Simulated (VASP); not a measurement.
BP, 2 atoms in the cell. Symmetry: F-43m, No. 216, cubic system. Conventional cell: a = 4.538 Å, b = 4.538 Å, c = 4.538 Å, α = 90.00°, β = 90.00°, γ = 90.00°. P (site symmetry -43m) has 4 B at 1.97 Å within 2.6 Å. B (site symmetry -43m) has 4 P at 1.97 Å within 2.6 Å. 

```yaml
Program: VASP 6.6.1
Task: single point
Functional: PBEsol
Potentials_or_basis: VASP PAW PBE potentials, release 64 (P, B)
Cutoff: 500 eV
k_mesh: 8 × 8 × 8
Occupations: fermi-dirac, width 0.005 eV
Spin: no spin polarisation
Dipole_correction: no
Further_INCAR_settings: ALGO = Normal; EDIFF = 1e-06; NBANDS = 11
```

Potentials or basis: VASP PAW PBE potentials, release 64 (P, B).

Command:

```console
$ cat potpaw_PBE.64/P/POTCAR potpaw_PBE.64/B/POTCAR > POTCAR
$ mpirun -np 1 vasp_std > vasp.out
```

Hardware: 1 thread of Intel(R) Xeon(R) 6975P-C (Granite Rapids), with other jobs on the host.

How long does it take, and how much memory?

It took 2.6 s on 1 thread of Intel(R) Xeon(R) 6975P-C (Granite Rapids), on a shared host, peak memory 0.12 GiB. Counts: scf iterations 12, k points 29.
